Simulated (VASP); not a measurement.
# V (P6/mmm) in VASP: a series of runs, part 2 of 2

VASP 6.6.1. Earlier steps stand in the parts before.

## (4) Single point, PBE (13.49 Å³/atom)

INCAR reads:

```
SYSTEM = V
  ALGO = Normal
  EDIFF = 1E-7
  ENCUT = 520
  GGA = PE
  ISIF = 2
  ISMEAR = -1
  LASPH = .TRUE.
  LCHARG = .FALSE.
  LREAL = .FALSE.
  LWAVE = .FALSE.
  NBANDS = 12
  NELM = 100
  PREC = Accurate
  SIGMA = 0.05
```

KPOINTS reads:

```
k-points
0
G
  17 17 15
  0 0 0
```

POSCAR reads:

```
V
1.0
    2.5566404293      0.0000000000      0.0000000000
   -1.2783202146      2.2141155601      0.0000000000
    0.0000000000      0.0000000000      2.3830275214
V
1
Direct
    0.0000000000      0.0000000000      0.0000000000
```

Potentials or basis: VASP PAW PBE potentials, release 64 (V_sv).

The run is started by

```bash
> cat potpaw_PBE.64/V_sv/POTCAR > POTCAR
> mpirun -np 1 vasp_std > vasp.out
```

OUTCAR:

```text
SYSTEM = V
   EDIFF = 1E-7
   ENCUT = 520
   GGA = PE
   ISIF = 2
   ISMEAR = -1
   LASPH = .TRUE.
   LREAL = .FALSE.
   NELM = 100
   PREC = Accurate

 ion  position               nearest neighbor table
   1  0.000  0.000  0.000-

  LATTYP: Found a hexagonal cell.
 ALAT       =     2.5566404293
 C/A-ratio  =     0.9320933418

  Lattice vectors:

 A1 = (   2.5566404293,   0.0000000000,   0.0000000000)
[... 539 lines left out ...]
     11      24.0330      0.00000
     12      25.0215      0.00000

 [... further k-points ...]

------------------------ aborting loop because EDIFF is reached ----------------------------------------

  FORCE on cell =-STRESS in cart. coord.  units (eV):
  Direction    XX          YY          ZZ          XY          YZ          ZX
  --------------------------------------------------------------------------------------
  -------------------------------------------------------------------------------------
  Total        0.7606834      0.7606834      0.7821364      0.0000000     -0.0000000      0.0000000
  in kB       90.3473733     90.3473733     92.8953740      0.0000000     -0.0000000      0.0000000
  external PRESSURE =      91.1967069 kB  Pullay stress =       0.0000000 kB

 VOLUME and BASIS-vectors are now :
 -----------------------------------------------------------------------------
  energy-cutoff  :      520.00
  volume of cell :       13.49
      direct lattice vectors                 reciprocal lattice vectors
     2.556640429  0.000000000  0.000000000     0.391138303  0.225823805  0.000000000
    -1.278320215  2.214115560  0.000000000     0.000000000  0.451647610  0.000000000
     0.000000000  0.000000000  2.383027521     0.000000000  0.000000000  0.419634264

 POSITION                                       TOTAL-FORCE (eV/Angst)
 -----------------------------------------------------------------------------------
      0.00000      0.00000      0.00000         0.000000      0.000000      0.000000
 -----------------------------------------------------------------------------------
    total drift:                               -0.000000      0.000000     -0.000000

  FREE ENERGIE OF THE ION-ELECTRON SYSTEM (eV)
  ---------------------------------------------------
  free  energy   TOTEN  =        -8.4972262264 eV

  energy  without entropy=       -8.4857704186  energy(sigma->0) =       -8.49149832
```

OSZICAR:

```text
N       E                     dE             d eps       ncg     rms          rms(c)
DAV:   1     0.940769810475E+02    0.94077E+02   -0.70582E+03  6368   0.119E+03
DAV:   2    -0.821595052595E+01   -0.10229E+03   -0.98888E+02  6432   0.332E+02
DAV:   3    -0.955598774961E+01   -0.13400E+01   -0.13365E+01  7012   0.447E+01
DAV:   4    -0.956283002427E+01   -0.68423E-02   -0.68422E-02  6816   0.339E+00
DAV:   5    -0.956291322398E+01   -0.83200E-04   -0.83201E-04  6988   0.354E-01    0.182E+01
DAV:   6    -0.852194015989E+01    0.10410E+01   -0.24168E+00  6556   0.248E+01    0.281E+00
DAV:   7    -0.850237573549E+01    0.19564E-01   -0.31256E-02  6720   0.199E+00    0.122E+00
DAV:   8    -0.849719998098E+01    0.51758E-02   -0.66026E-03  6556   0.121E+00    0.134E-01
DAV:   9    -0.849723417511E+01   -0.34194E-04   -0.13250E-04  7076   0.187E-01    0.311E-02
DAV:  10    -0.849722802356E+01    0.61516E-05   -0.12275E-05  6484   0.387E-02    0.736E-03
DAV:  11    -0.849722631796E+01    0.17056E-05   -0.14018E-06  6724   0.187E-02    0.314E-03
DAV:  12    -0.849722622640E+01    0.91557E-07   -0.84235E-08  4252   0.468E-03
   1 F= -.84972262E+01 E0= -.84914983E+01  d E =-.114558E-01
```

It took 30 s on 1 thread of AMD EPYC 7R13 (Zen 3), shared host; peak memory 0.12 GiB.

What came out:

```yaml
Free_energy: -8.4972 eV
Pressure: 9.1 GPa
Band_gap_on_the_k_mesh: zero (an odd number of electrons rules out a gap without spin polarisation)
```

Caveat: the cell stands under pressure.

## (5) Single point, PBE (13.49 Å³/atom)

INCAR reads:

```
  PREC = Accurate
  ENCUT = 520
  EDIFF = 1E-6
  ISMEAR = -1
  SIGMA = 0.05
  LREAL = F
  LASPH = T
  NELM = 60
  ALGO = Normal
  ISIF = 2
  LWAVE = F
  LCHARG = F
  GGA = PE
  NBANDS = 12
```

KPOINTS reads:

```
Automatic mesh
0
Gamma
  17 17 15
```

POSCAR is that of step 4.

Potentials or basis: VASP PAW PBE potentials, release 64 (V_sv).

The run is started by

```bash
> cat potpaw_PBE.64/V_sv/POTCAR > POTCAR
> mpirun -np 1 vasp_std > vasp.out
```

OUTCAR:

```text
PREC = Accurate
   ENCUT = 520
   EDIFF = 1E-6
   ISMEAR = -1
   LREAL = F
   LASPH = T
   NELM = 60
   ISIF = 2
   GGA = PE

 ion  position               nearest neighbor table
   1  0.000  0.000  0.000-

  LATTYP: Found a hexagonal cell.
 ALAT       =     2.5566404293
 C/A-ratio  =     0.9320933418

  Lattice vectors:

 A1 = (   2.5566404293,   0.0000000000,   0.0000000000)
 A2 = (  -1.2783202146,   2.2141155601,   0.0000000000)
 A3 = (   0.0000000000,   0.0000000000,   2.3830275214)

Analysis of symmetry for initial positions (statically):
=====================================================================
 Subroutine PRICEL returns:
 Original cell was already a primitive cell.

 Routine SETGRP: Setting up the symmetry group for a
 hexagonal supercell.

 Subroutine GETGRP returns: Found 24 space group operations
 (whereof 24 operations were pure point group operations)
 out of a pool of 24 trial point group operations.

The static configuration has the point symmetry D_6h.

Analysis of symmetry for dynamics (positions and initial velocities):
=====================================================================
 Subroutine PRICEL returns:
 Original cell was already a primitive cell.

 Routine SETGRP: Setting up the symmetry group for a
 hexagonal supercell.

 Subroutine GETGRP returns: Found 24 space group operations
 (whereof 24 operations were pure point group operations)
 out of a pool of 24 trial point group operations.

The dynamic configuration has the point symmetry D_6h.

 Subroutine INISYM returns: Found 24 space group operations
 (whereof 24 operations are pure point group operations),
 and found     1 'primitive' translations

----------------------------------------------------------------------------------------

                                     Primitive cell
[... 113 lines left out ...]
   LORBIT       =      0    0 simple, 1 ext, 2 COOP (PROOUT), +10 PAW based schemes
   GGA     = PE    functional components
   LHFCALC =     F    Hartree Fock is set to
   AEXX    =    0.0000 exact exchange contribution
   IVDW    =     0    specifies the selected vdW correction
   LEPSILON=     F    determine dielectric tensor
   LRPA    =     F    only Hartree local field effects (RPA)
 non-spin polarized calculation
  energy-cutoff  :      520.00
  volume of cell :       13.49
 maximum number of plane-waves:       393
 NGX is ok and might be reduce to    20
   NGX =  9   NGY =  9   NGZ =  9

 number of electron      13.0000003 magnetization

 Free energy of the ion-electron system (eV)
  ---------------------------------------------------
  ext. energy  EPLUGINS =         0.00000000
  ---------------------------------------------------
  free energy    TOTEN  =        -8.49722622 eV

  energy without entropy =       -8.48577042  energy(sigma->0) =       -8.49149832

 E-fermi :  10.0504     XC(G=0): -12.8368

 val. band max:       10.0494790417   @ k =   0.0588   0.0588   0.1333
 cond. band min:      10.0506831581   @ k =   0.4118  -0.0000   0.2000
 fundamental gap:      0.0012041164
 Fermi energy:        10.0503868754

 k-point     1 :       0.0000    0.0000    0.0000
  band No.  band energies     occupation
      1     -54.0453      2.00000
      2     -27.2518      2.00000
      3     -27.2518      2.00000
      4     -27.1990      2.00000
      5       3.2285      2.00000
      6       7.5081      2.00000
      7      10.2385      0.04540
      8      10.2385      0.04540
      9      13.5806      0.00000
     10      13.5806      0.00000
     11      27.9143      0.00000
     12      29.0398      0.00000
[... 331 lines left out ...]
 k-point    24 :       0.1765    0.1765    0.0000
  band No.  band energies     occupation
      1     -53.9065      2.00000
      2     -27.9045      2.00000
      3     -27.4771      2.00000
      4     -27.1225      2.00000
      5       6.1136      2.00000
      6       8.4317      2.00000
      7       8.5923      2.00000
      8      12.3084      0.00000
      9      12.6826      0.00000
     10      13.1850      0.00000
     11      24.0330      0.00000
     12      25.0215      0.00000

 [... further k-points ...]

------------------------ aborting loop because EDIFF is reached ----------------------------------------

  FORCE on cell =-STRESS in cart. coord.  units (eV):
  Direction    XX          YY          ZZ          XY          YZ          ZX
  --------------------------------------------------------------------------------------
  -------------------------------------------------------------------------------------
  Total        0.7604357      0.7604357      0.7820631      0.0000000     -0.0000000     -0.0000000
  in kB       90.3179581     90.3179581     92.8866638      0.0000000     -0.0000000     -0.0000000
  external PRESSURE =      91.1741933 kB  Pullay stress =       0.0000000 kB

 VOLUME and BASIS-vectors are now :
 -----------------------------------------------------------------------------
  energy-cutoff  :      520.00
  volume of cell :       13.49
      direct lattice vectors                 reciprocal lattice vectors
     2.556640429  0.000000000  0.000000000     0.391138303  0.225823805  0.000000000
    -1.278320215  2.214115560  0.000000000     0.000000000  0.451647610  0.000000000
     0.000000000  0.000000000  2.383027521     0.000000000  0.000000000  0.419634264

 POSITION                                       TOTAL-FORCE (eV/Angst)
 -----------------------------------------------------------------------------------
      0.00000      0.00000      0.00000         0.000000      0.000000      0.000000
 -----------------------------------------------------------------------------------
    total drift:                               -0.000000     -0.000000     -0.000000

  FREE ENERGIE OF THE ION-ELECTRON SYSTEM (eV)
  ---------------------------------------------------
  free  energy   TOTEN  =        -8.4972262248 eV

  energy  without entropy=       -8.4857704161  energy(sigma->0) =       -8.49149832
```

OSZICAR:

```text
N       E                     dE             d eps       ncg     rms          rms(c)
DAV:   1     0.940769810475E+02    0.94077E+02   -0.70582E+03  6368   0.119E+03
DAV:   2    -0.821595052595E+01   -0.10229E+03   -0.98888E+02  6432   0.332E+02
DAV:   3    -0.955598774961E+01   -0.13400E+01   -0.13365E+01  7012   0.447E+01
DAV:   4    -0.956283002427E+01   -0.68423E-02   -0.68422E-02  6816   0.339E+00
DAV:   5    -0.956291322398E+01   -0.83200E-04   -0.83201E-04  6988   0.354E-01    0.182E+01
DAV:   6    -0.852194015989E+01    0.10410E+01   -0.24168E+00  6556   0.248E+01    0.281E+00
DAV:   7    -0.850237573549E+01    0.19564E-01   -0.31256E-02  6720   0.199E+00    0.122E+00
DAV:   8    -0.849719998098E+01    0.51758E-02   -0.66026E-03  6556   0.121E+00    0.134E-01
DAV:   9    -0.849723417511E+01   -0.34194E-04   -0.13250E-04  7076   0.187E-01    0.311E-02
DAV:  10    -0.849722802356E+01    0.61516E-05   -0.12275E-05  6484   0.387E-02    0.736E-03
DAV:  11    -0.849722631595E+01    0.17076E-05   -0.13754E-06  4408   0.187E-02    0.318E-03
DAV:  12    -0.849722622478E+01    0.91171E-07   -0.10774E-07  3244   0.512E-03
   1 F= -.84972262E+01 E0= -.84914983E+01  d E =-.114558E-01
```

stdout:

```text
POSCAR found type information on POSCAR V
 POSCAR found :  1 types and       1 ions
 scaLAPACK will be used
 LDA part: xc-table for (Slater+PW92), standard interpolation
 POSCAR, INCAR and KPOINTS ok, starting setup
 FFT: planning ... GRIDC
 FFT: planning ... GRID_SOFT
 FFT: planning ... GRID
 WAVECAR not read
 entering main loop
```

Wall time 26 s (1 thread of AMD EPYC 7R13 (Zen 3), shared host); peak memory 0.12 GiB.

Results:

* Free energy: -8.4972 eV
* Pressure: 9.1 GPa
* Band gap on the k mesh: zero (an odd number of electrons rules out a gap without spin polarisation)

Caveat: the cell stands under pressure.

## (6) Single point, PBE

This run uses another cell than the first one, of 14.20 Å³/atom.

INCAR reads:

```
PREC     = Accurate       # precision mode
ENCUT    = 520            # plane-wave cutoff, eV
EDIFF    = 1E-7           # SCF threshold, eV
ISMEAR   = -1             # smearing method
SIGMA    = 0.05           # smearing width, eV
LREAL    = F              # projectors in reciprocal space
LASPH    = T              # aspherical terms in the spheres
NELM     = 60             # most SCF steps
ALGO     = Normal         # electronic algorithm
ISIF     = 2              # what is computed and relaxed
LWAVE    = F              # write WAVECAR
LCHARG   = F              # write CHGCAR
GGA      = PE             # functional
NBANDS   = 12             # bands
```

KPOINTS is that of step 5.

POSCAR reads:

```
V
1.0
    2.5997421748      0.0000000000      0.0000000000
   -1.2998710874      2.2514427666      0.0000000000
    0.0000000000      0.0000000000      2.4259631408
V
1
Direct
    0.0000000000      0.0000000000      0.0000000000
```

Potentials or basis: VASP PAW PBE potentials, release 64 (V_sv).

The run is started by

```bash
> cat potpaw_PBE.64/V_sv/POTCAR > POTCAR
> mpirun -np 1 vasp_std > vasp.out
```

Run time: 27 s. Hardware: 1 thread of AMD EPYC 7R13 (Zen 3), shared host; peak memory 0.12 GiB.

It converged, with:

| Quantity | Value |
| --- | --- |
| Free energy | -8.5175 eV |
| Pressure | 0.2 GPa |
| Band gap on the k mesh | zero (an odd number of electrons rules out a gap without spin polarisation) |

Stress tensor (GPa, compression positive):
```
0.17 0.00 0.00
0.00 0.17 0.00
0.00 0.00 0.33
```

Levels at points of the mesh, in eV from the Fermi level:
```csv
k point,band 3,band 4,band 5,band 6,band 7,band 8,band 9,band 10,band 11,band 12
"(0.00, 0.00, 0.00)",-37.41,-37.36,-6.69,-2.37,0.20,0.20,3.31,3.31,17.57,18.32
```

## (7) The runs side by side

```tsv
task	cell	cutoff (eV)	gap on the mesh (eV)	pressure (GPa)
relaxation of shape and atoms at fixed volume	relaxed from a = 2.556, b = 2.556, c = 2.385 Å, angles 90.0, 90.0, 120.0°, 1 atom	500	none	9.0
relaxation of cell and atoms	relaxed from a = 2.582, b = 2.582, c = 2.427 Å, angles 90.0, 90.0, 120.0°, 1 atom	500	none	0.0
single point	a = 2.557, b = 2.557, c = 2.383 Å, angles 90.0, 90.0, 120.0°, 1 atom	520	none	9.1
single point	a = 2.600, b = 2.600, c = 2.426 Å, angles 90.0, 90.0, 120.0°, 1 atom	520	none	0.2
```

Alike in all rows: level PBE; potentials or basis VASP PAW PBE potentials, release 64 (V_sv); no spin polarisation; k mesh 17 × 17 × 15; smearing fermi-dirac 0.05 eV.

Caveats: the cell stands under pressure (at least some runs).

Absolute energies hang on the potentials; compare differences alone.
